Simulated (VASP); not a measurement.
# Cd9S8 (a cell with a defect) in VASP: single point with PBEsol

Aim: the single point of Cd9S8 (a cell with a defect) with PBEsol.

All numbers are computed with VASP 6.6.1; they aren't measurements. Logs are shortened: lines on timing, memory, paths and dates and some standing lists are left out, and cuts for length are marked.

## Step 1: The cell of the first run

The cell holds a defect, 17 atoms: a = 8.236 Å, b = 8.236 Å, c = 8.236 Å, α = 60.00°, β = 60.00°, γ = 60.00°.

## Step 2: Single point, PBEsol

INCAR reads:

```
PREC = Accurate ; ENCUT = 520
EDIFF = 1E-6 ; ISMEAR = 0
SIGMA = 0.02 ; LREAL = Auto
LASPH = T ; NELM = 60
ALGO = Normal ; ISIF = 2
LWAVE = F ; LCHARG = F
GGA = PS ; NBANDS = 92
```

KPOINTS reads:

```
Automatic mesh
0
Gamma
  2 2 2
```

POSCAR reads:

```
Cd9S8
1.0
    0.0000000000      5.8238935687     -5.8238935687
    5.8238935687      5.8238935687      0.0000000000
    5.8238935687      0.0000000000     -5.8238935687
Cd S
9 8
Direct
    0.4837960149      0.4837230397      0.0283204866
    0.4757687391      0.0016919094      0.0049217074
    1.0018104608      0.4756073351      0.0049232527
    0.9798700702     -0.0202979327     -0.0223982459
    0.5224185442      0.5223388725      0.5190800560
    0.4852525148      0.0419422157      0.4775787825
    1.0419916553      0.4850604611      0.4776334710
    1.0049244429      0.0047633082      0.4783312001
    0.7238022038      0.7236677577      0.7182871649
    0.4005584018      0.4005302419      0.3853405756
    0.3747397637      0.8893808650      0.3739626204
    0.8894524666      0.3745869450      0.3739686301
    0.8823769596      0.8822438871      0.3452696167
    0.3723066836      0.3721979934      0.8848582893
    0.3486572129      0.8817574428      0.8741905119
    0.8818231205      0.3485051669      0.8742354131
    0.8558736421      0.8557233990      0.8577481613
```

Potentials or basis: VASP PAW PBE potentials, release 64 (Cd, S).

Launch:

```console
$ cat potpaw_PBE.64/Cd/POTCAR potpaw_PBE.64/S/POTCAR > POTCAR
$ mpirun -np 1 vasp_std > vasp.out
```

OUTCAR:

```text
PREC = Accurate
   ENCUT = 520
   EDIFF = 1E-6
   ISMEAR = 0
   LREAL = Auto
   LASPH = T
   NELM = 60
   ISIF = 2
   GGA = PS

 ion  position               nearest neighbor table
   1  0.484  0.484  0.028-  10 2.45  14 2.47  16 2.68  15 2.68   9 2.85   6 3.67   7 3.67
   2  0.476  0.002  0.005-  11 2.49  14 2.50  15 2.54  17 2.57   9 3.30
   3  0.002  0.476  0.005-  12 2.49  14 2.50  16 2.54  17 2.57   9 3.30
   4  0.980  0.980  0.978-  17 2.47  13 2.50  15 2.50  16 2.50
   5  0.522  0.522  0.519-  11 2.49  12 2.49  14 2.49  10 2.54
   6  0.485  0.042  0.478-  10 2.45  11 2.48  15 2.68  13 2.68   9 2.87   7 3.65   1 3.67
   7  0.042  0.485  0.478-  10 2.45  12 2.48  16 2.68  13 2.68   9 2.87   6 3.65   1 3.67
   8  0.005  0.005  0.478-  11 2.49  12 2.49  13 2.54  17 2.57   9 3.29
   9  0.724  0.724  0.718-  13 2.56  15 2.56  16 2.56  17 2.71   1 2.85   7 2.87   6 2.87   8 3.29
                             3 3.30   2 3.30
  10  0.401  0.401  0.385-   7 2.45   6 2.45   1 2.45   5 2.54
  11  0.375  0.889  0.374-   6 2.48   5 2.49   2 2.49   8 2.49
  12  0.889  0.375  0.374-   7 2.48   5 2.49   3 2.49   8 2.49
  13  0.882  0.882  0.345-   4 2.50   8 2.54   9 2.56   6 2.68   7 2.68
  14  0.372  0.372  0.885-   1 2.47   5 2.49   3 2.50   2 2.50
  15  0.349  0.882  0.874-   4 2.50   2 2.54   9 2.56   6 2.68   1 2.68
  16  0.882  0.349  0.874-   4 2.50   3 2.54   9 2.56   7 2.68   1 2.68
  17  0.856  0.856  0.858-   4 2.47   8 2.57   2 2.57   3 2.57   9 2.71

  LATTYP: Found a face centered cubic cell.
 ALAT       =    11.6477871374

  Lattice vectors:

 A1 = (   0.0000000000,   5.8238935687,  -5.8238935687)
 A2 = (   5.8238935687,   5.8238935687,   0.0000000000)
 A3 = (   5.8238935687,   0.0000000000,  -5.8238935687)

Analysis of symmetry for initial positions (statically):
=====================================================================
 Subroutine PRICEL returns:
 Original cell was already a primitive cell.

 Routine SETGRP: Setting up the symmetry group for a
 face centered cubic supercell.

 Subroutine GETGRP returns: Found  1 space group operations
 (whereof  1 operations were pure point group operations)
 out of a pool of 48 trial point group operations.

The static configuration has the point symmetry C_1 .

Analysis of symmetry for dynamics (positions and initial velocities):
=====================================================================
 Subroutine PRICEL returns:
 Original cell was already a primitive cell.

 Routine SETGRP: Setting up the symmetry group for a
 face centered cubic supercell.

 Subroutine GETGRP returns: Found  1 space group operations
 (whereof  1 operations were pure point group operations)
 out of a pool of 48 trial point group operations.

The dynamic configuration has the point symmetry C_1 .

 Subroutine INISYM returns: Found  1 space group operations
 (whereof  1 operations are pure point group operations),
 and found     1 'primitive' translations

----------------------------------------------------------------------------------------

                                     Primitive cell

  volume of cell :     395.0666

  direct lattice vectors                    reciprocal lattice vectors
     0.000000000  5.823893569 -5.823893569    -0.085853217  0.085853217 -0.085853217
     5.823893569  5.823893569  0.000000000     0.085853217  0.085853217  0.085853217
     5.823893569  0.000000000 -5.823893569     0.085853217 -0.085853217 -0.085853217

  length of vectors
     8.236229271  8.236229271  8.236229271     0.148702134  0.148702134  0.148702134

  position of ions in fractional coordinates (direct lattice)
     0.483796015  0.483723040  0.028320487
     0.475768739  0.001691909  0.004921707
     0.001810461  0.475607335  0.004923253
     0.979870070  0.979702067  0.977601754
     0.522418544  0.522338873  0.519080056
     0.485252515  0.041942216  0.477578782
[... 9 lines left out ...]
     0.881823121  0.348505167  0.874235413
     0.855873642  0.855723399  0.857748161

  ion indices of the primitive-cell ions
   primitive index   ion index
                 1           1
                 2           2
                 3           3
                 4           4
                 5           5
                 6           6
[... 9 lines left out ...]
                16          16
                17          17

----------------------------------------------------------------------------------------

 KPOINTS: Automatic mesh

Automatic generation of k-mesh.
 Grid dimensions read from file:
 generate k-points for:    2    2    2

 Generating k-lattice:

  Cartesian coordinates                     Fractional coordinates (reciprocal lattice)
    -0.042926609  0.042926609 -0.042926609     0.500000000  0.000000000  0.000000000
     0.042926609  0.042926609  0.042926609     0.000000000  0.500000000  0.000000000
     0.042926609 -0.042926609 -0.042926609     0.000000000  0.000000000  0.500000000

  Length of vectors
     0.074351067  0.074351067  0.074351067

  Shift w.r.t. Gamma in fractional coordinates (k-lattice)
     0.000000000  0.000000000  0.000000000

 Subroutine IBZKPT returns following result:
 ===========================================

 Found      8 irreducible k-points:

 Following reciprocal coordinates:
            Coordinates               Weight
  0.000000  0.000000  0.000000      1.000000
  0.500000  0.000000  0.000000      1.000000
  0.000000  0.500000  0.000000      1.000000
  0.000000  0.000000  0.500000      1.000000
  0.500000  0.500000  0.500000      1.000000
  0.500000  0.500000  0.000000      1.000000
  0.000000  0.500000  0.500000      1.000000
  0.500000  0.000000  0.500000      1.000000
   k-points           NKPTS =      8   k-points in BZ     NKDIM =      8   number of bands    NBANDS=     92
   number of dos      NEDOS =    301   number of ions     NIONS =     17
   total plane-waves  NPLWV = 262144
   dimension x,y,z NGX =    64 NGY =   64 NGZ =   64
   dimension x,y,z NGXF=   128 NGYF=  128 NGZF=  128
   ions per type =               9   8
   NGX,Y,Z   is equivalent  to a cutoff of  12.92, 12.92, 12.92 a.u.
   NGXF,Y,Z  is equivalent  to a cutoff of  25.84, 25.84, 25.84 a.u.
 SYSTEM =  unknown system
   PREC   = accura    normal or accurate (medium, high low for compatibility)
   ISTART =      0    job   : 0-new  1-cont  2-samecut
   ICHARG =      2    charge: 1-file 2-atom 10-const
   ISPIN  =      1    spin polarized calculation?
   LNONCOLLINEAR =      F non collinear calculations
   LSORBIT =      F    spin-orbit coupling
   LASPH  =      T    aspherical Exc in radial PAW
   ENCUT  =  520.0 eV  38.22 Ry    6.18 a.u.  15.31 15.31 15.31*2*pi/ulx,y,z
   NELM   =     60;   NELMIN=  2; NELMDL= -5     # of ELM steps
   EDIFF  = 0.1E-05   stopping-criterion for ELM
   LREAL  =      T    real-space projection
   EDIFFG = 0.1E-04   stopping-criterion for IOM
   NSW    =      0    number of steps for IOM
   IBRION =     -1    ionic relax: 0-MD 1-quasi-New 2-CG
   NFREE  =      0    steps in history (QN), initial steepest desc. (CG)
   ISIF   =      2    stress and relaxation
   ISYM   =      2    0-nonsym 1-usesym 2-fastsym
   POTIM  = 0.5000    time-step for ionic-motion
   TEBEG  =    0.0;   TEEND  =   0.0 temperature during run
   PSTRESS=    0.0 pullay stress
   NELECT =     156.0000    total number of electrons
   NUPDOWN=      -1.0000    fix difference up-down
   EMIN   =  10.00;   EMAX   =-10.00  energy-range for DOS
   EFERMI =   0.00;   METHOD = LEGACY
   ISMEAR =     0;   SIGMA  =   0.02  broadening in eV -4-tet -1-fermi 0-gaus
   EFERMI_NEDOS =   21; number of points for ismear=-14 and -15
   IALGO  =     38    algorithm
   IMIX   =      4    mixing-type and parameters
     AMIX     =   0.40;   BMIX     =  1.00
     AMIX_MAG =   1.60;   BMIX_MAG =  1.00
  volume/ion in A,a.u.               =      23.24       156.83
  Fermi-wavevector in a.u.,A,eV,Ry     =   1.201046  2.269648 19.626557  1.442511
  Thomas-Fermi vector in A             =   2.336865
   LORBIT       =      0    0 simple, 1 ext, 2 COOP (PROOUT), +10 PAW based schemes
   GGA     = PS    functional components
   LHFCALC =     F    Hartree Fock is set to
   AEXX    =    0.0000 exact exchange contribution
   IVDW    =     0    specifies the selected vdW correction
   LEPSILON=     F    determine dielectric tensor
   LRPA    =     F    only Hartree local field effects (RPA)
 non-spin polarized calculation
 Gauss-broadening in eV      SIGMA  =   0.02
  energy-cutoff  :      520.00
  volume of cell :      395.07
 maximum number of plane-waves:     10777
 NGX is ok and might be reduce to    64
   NGX = 31   NGY = 31   NGZ = 31

 number of electron     156.0000002 magnetization

 Free energy of the ion-electron system (eV)
  ---------------------------------------------------
  ext. energy  EPLUGINS =         0.00000000
  ---------------------------------------------------
  free energy    TOTEN  =       -52.53815328 eV

  energy without entropy =      -52.53438841  energy(sigma->0) =      -52.53627084

 E-fermi :   4.0407     XC(G=0):  -9.7760

 val. band max:        4.0366691851   @ k =   0.5000   0.0000   0.0000
 cond. band min:       4.1457950458   @ k =   0.5000   0.5000   0.5000
 fundamental gap:      0.1091258607
 Fermi energy:         4.0406710488

 k-point     1 :       0.0000    0.0000    0.0000
  band No.  band energies     occupation
      1     -11.0175      2.00000
      2     -10.6162      2.00000
      3     -10.5016      2.00000
      4     -10.4758      2.00000
      5     -10.4740      2.00000
      6     -10.4180      2.00000
[... 82 lines left out ...]
     89       7.1942      0.00000
     90       7.3871      0.00000

 k-point     2 :       0.5000    0.0000    0.0000
  band No.  band energies     occupation
      1     -10.7911      2.00000
      2     -10.7716      2.00000
      3     -10.5042      2.00000
      4     -10.4801      2.00000
      5     -10.4229      2.00000
      6     -10.4175      2.00000
[... 547 lines left out ...]
     89       6.6659      0.00000
     90       6.9267      0.00000

 k-point     8 :       0.5000    0.0000    0.5000
  band No.  band energies     occupation
      1     -10.7325      2.00000
      2     -10.6657      2.00000
      3     -10.6101      2.00000
      4     -10.5025      2.00000
      5     -10.4899      2.00000
      6     -10.4796      2.00000
[... 82 lines left out ...]
     89       6.6657      0.00000
     90       6.9270      0.00000
 [bands above 90 left out]

------------------------ aborting loop because EDIFF is reached ----------------------------------------

  FORCE on cell =-STRESS in cart. coord.  units (eV):
  Direction    XX          YY          ZZ          XY          YZ          ZX
  --------------------------------------------------------------------------------------
  -------------------------------------------------------------------------------------
  Total       12.3223170     12.2746030     12.3226787     -0.2138600      0.2134069      0.2593123
  in kB       49.9726840     49.7791815     49.9741509     -0.8673012      0.8654635      1.0516312
  external PRESSURE =      49.9086721 kB  Pullay stress =       0.0000000 kB

 VOLUME and BASIS-vectors are now :
 -----------------------------------------------------------------------------
  energy-cutoff  :      520.00
  volume of cell :      395.07
      direct lattice vectors                 reciprocal lattice vectors
     0.000000000  5.823893569 -5.823893569    -0.085853217  0.085853217 -0.085853217
     5.823893569  5.823893569  0.000000000     0.085853217  0.085853217  0.085853217
     5.823893569  0.000000000 -5.823893569     0.085853217 -0.085853217 -0.085853217

 POSITION                                       TOTAL-FORCE (eV/Angst)
 -----------------------------------------------------------------------------------
      2.98209      5.63473     -2.98251        -0.010946      0.009837      0.011203
      0.03852      2.78068     -2.79949         0.009365     -0.010279      0.017905
      2.79856      2.78043     -0.03922        -0.017865     -0.010336     -0.009327
     11.39913     11.41234    -11.40011        -0.023678     -0.024195      0.023908
      6.06511      6.08456     -6.06558        -0.032750     -0.028229      0.032743
      3.02564      3.07033     -5.60743        -0.025924     -0.018171     -0.017294
[... 9 lines left out ...]
      7.12111      7.16530    -10.22710        -0.027545     -0.034884      0.005942
      9.97908      9.96816     -9.97995        -0.018627     -0.011830      0.018135
 -----------------------------------------------------------------------------------
    total drift:                                0.004847     -0.003033     -0.004584

  FREE ENERGIE OF THE ION-ELECTRON SYSTEM (eV)
  ---------------------------------------------------
  free  energy   TOTEN  =       -52.5381532784 eV

  energy  without entropy=      -52.5343884070  energy(sigma->0) =      -52.53627084
```

Wall time 7.4 min (1 thread of AMD EPYC 9R14 (Zen 4), shared host); peak memory 0.59 GiB.

Results:

| Item | Value |
| --- | --- |
| Free energy | -52.5382 eV |
| Pressure | 5.0 GPa |
| Largest force | 0.355 eV/Å |
| Band gap on the k mesh | zero (band 78 reaches 4.25 eV, above the bottom of band 79 at 3.28 eV) |

Forces on the atoms (eV/Å):
```
Cd  -0.011  0.010  0.011
Cd   0.009 -0.010  0.018
Cd  -0.018 -0.010 -0.009
Cd  -0.024 -0.024  0.024
Cd  -0.033 -0.028  0.033
Cd  -0.026 -0.018 -0.017
Cd   0.018 -0.018  0.026
Cd  -0.019  0.013  0.019
Cd   0.208  0.198 -0.208
S   -0.003 -0.018  0.002
S   -0.018 -0.015 -0.015
S    0.014 -0.015  0.017
S   -0.034  0.002  0.034
S   -0.013  0.016  0.013
S   -0.006 -0.035  0.028
S   -0.028 -0.035  0.006
S   -0.019 -0.012  0.018
```

Stress tensor (GPa, compression positive):
```
 5.00 -0.09  0.11
-0.09  4.98  0.09
 0.11  0.09  5.00
```

Levels at points of the mesh, in eV from the Fermi level:
| k point | band 75 | band 76 | band 77 | band 78 | band 79 | band 80 | band 81 | band 82 |
| --- | --- | --- | --- | --- | --- | --- | --- | --- |
| (0.00, 0.00, 0.00) | -2.66 | -2.51 | -2.51 | -2.08 | -0.76 | 0.13 | 0.19 | 0.20 |
| (0.50, 0.00, 0.00) | -2.97 | -2.95 | -2.87 | -0.61 | 0.00 | 0.85 | 0.95 | 1.27 |
| (0.00, 0.50, 0.00) | -2.97 | -2.95 | -2.87 | -0.61 | 0.00 | 0.85 | 0.95 | 1.27 |
| (0.00, 0.00, 0.50) | -2.97 | -2.95 | -2.87 | -0.62 | -0.01 | 0.84 | 0.95 | 1.24 |
| (0.50, 0.50, 0.50) | -2.93 | -2.88 | -2.86 | -0.88 | 0.11 | 0.90 | 1.04 | 1.08 |
| (0.50, 0.50, 0.00) | -3.35 | -3.27 | -3.15 | 0.20 | 0.64 | 0.98 | 1.40 | 1.44 |
| (0.00, 0.50, 0.50) | -3.35 | -3.26 | -3.15 | 0.21 | 0.64 | 0.97 | 1.36 | 1.47 |
| (0.50, 0.00, 0.50) | -3.35 | -3.26 | -3.15 | 0.21 | 0.64 | 0.97 | 1.36 | 1.47 |

Caveat: the k points lie up to 0.47 Å⁻¹ apart; the PAW data sets were made with another functional, which shifts forces and pressure a little.
